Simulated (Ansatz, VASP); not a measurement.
**One calculation of Fe, two programs**

The input INCAR:

```
SYSTEM = Fe
PREC     = Accurate       ! precision mode
ENCUT    = 520            ! plane-wave cutoff, eV
EDIFF    = 1E-7           ! SCF threshold, eV
ISMEAR   = 0              ! smearing method
SIGMA    = 0.1            ! smearing width, eV
LREAL    = .FALSE.        ! projectors in reciprocal space
LASPH    = .TRUE.         ! aspherical terms in the spheres
NELM     = 150            ! most SCF steps
ALGO     = Normal         ! electronic algorithm
ISIF     = 2              ! what is computed and relaxed
LWAVE    = .FALSE.        ! write WAVECAR
LCHARG   = .FALSE.        ! write CHGCAR
ISPIN    = 2              ! spin polarisation
MAGMOM   = 2.44           ! initial moments
LORBIT   = 11             ! projections on sites
LMAXMIX  = 4              ! l up to which the mixer works
GGA      = PE             ! functional
NBANDS   = 14             ! bands
```

KPOINTS

```
Automatic mesh
0
G
  20 20 20
  0 0 0
```

Contents of POSCAR:

```
Fe
1.0
   -1.4435574822      1.4435574822      1.4435574822
    1.4435574822     -1.4435574822      1.4435574822
    1.4435574822      1.4435574822     -1.4435574822
Fe
1
Direct
    0.0000000000      0.0000000000      0.0000000000
```

Input for Ansatz:

```yaml
crystal:
  lattice:
    - [-1.4435574822, 1.4435574822, 1.4435574822]
    - [1.4435574822, -1.4435574822, 1.4435574822]
    - [1.4435574822, 1.4435574822, -1.4435574822]
  atoms:
    - { symbol: Fe, position: [0.0, 0.0, 0.0], spin: 2.44 }
basis:
  ecutwfc: 420
kpoints:
  mp_grid: { grid: [20, 20, 20] }
hamiltonian:
  xc: pbe
scf:
  occupations: { method: gaussian, width: 0.1 }
output:
  forces: true
  stress: true
  eigenvalues: true
  populations: true
magnetization:
  spin_polarized: true
```

Alike in both runs: task single point; functional PBE; k mesh 20 × 20 × 20; occupations gaussian, width 0.1 eV; collinear spin.

```csv
,VASP,Ansatz
version,VASP 6.6.1,Ansatz 0.2.0
potentials or method,"VASP PAW PBE potentials, release 64 (Fe), cutoff 520 eV","scalar-relativistic, plane waves, PAW"
valence electrons in the cell,8,16
```

|  | VASP | Ansatz | Ansatz less VASP |
| --- | --- | --- | --- |
| gap on the k mesh at the Fermi level (eV) | none | none | - |
| pressure (GPa) | -9.5 | -9.8 | -0.22 |
| net moment per atom (μB) | 2.29 | 2.26 | -0.026 |
| size of the moment on the site where the two differ most (μB) | 2.29 | 2.32 | +0.024 |

Site moments also hang on the region over which each program counts them. A gap of «none» marks a metal or a gap that the smearing closes. The functional is the same, so the differences come from potentials, cutoffs and numerics. VASP's potentials hold 8 valence electrons a cell and Ansatz's 16, so a difference there can come from the potentials and not from the codes.
